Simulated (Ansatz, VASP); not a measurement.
# Li: VASP beside Ansatz

File INCAR:

```
SYSTEM = Li
PREC = Accurate ; ENCUT = 600
EDIFF = 1E-6 ; ISMEAR = -1
SIGMA = 0.03 ; LREAL = .False.
LASPH = .True. ; NELM = 80
ALGO = Normal ; ISIF = 3
LWAVE = .False. ; LCHARG = .False.
GGA = PE ; IBRION = 2
NSW = 100 ; EDIFFG = -0.005
```

The input KPOINTS:

```
Automatic mesh
0
Gamma
  14 14 14
  0 0 0
```

Contents of POSCAR:

```
Li
1.0
   -1.6425856075      1.6425856075      1.6425856075
    1.6425856075     -1.6425856075      1.6425856075
    1.6425856075      1.6425856075     -1.6425856075
Li
1
Direct
    0.0000000000      0.0000000000      0.0000000000
```

Input for Ansatz:

```yaml
crystal:
  lattice:
    - [-1.6425856075, 1.6425856075, 1.6425856075]
    - [1.6425856075, -1.6425856075, 1.6425856075]
    - [1.6425856075, 1.6425856075, -1.6425856075]
  atoms:
    - { symbol: Li, position: [0.0, 0.0, 0.0] }
kpoints:
  mp_grid: { grid: [14, 14, 14] }
scf:
  occupations: { method: fermi_dirac, width: 0.03 }
hamiltonian:
  xc: pbe
  pseudopotentials: { kind: paw }
output:
  forces: true
  stress: true
relax:
  f_tol: 0.005
  max_steps: 80
  cell: {}
```

Alike in both runs: task relaxation of cell and atoms; functional PBE; k mesh 14 × 14 × 14; occupations fermi-dirac, width 0.03 eV; no spin polarisation.

|  | VASP | Ansatz |
| --- | --- | --- |
| version | VASP 6.6.1 | Ansatz 0.2.0 |
| potentials or method | VASP PAW PBE potentials, release 64 (Li_sv) | PAW with Ansatz's default frozen-core files, scalar-relativistic |
| plane-wave cutoff (eV) | 600 | 420 |
| valence electrons in the cell | 3 | 3 |

|  | VASP | Ansatz | Ansatz less VASP |
| --- | --- | --- | --- |
| relaxed volume (Å³/atom) | 20.22 | 20.27 | +0.055 |
| relaxed length of the cell vector where the two differ most in proportion (Å) | 2.973 | 2.975 | +0.0027 |

Noted on VASP's run: the cutoff is under 1.25 times that of the potentials, so the pressure is a little rough.
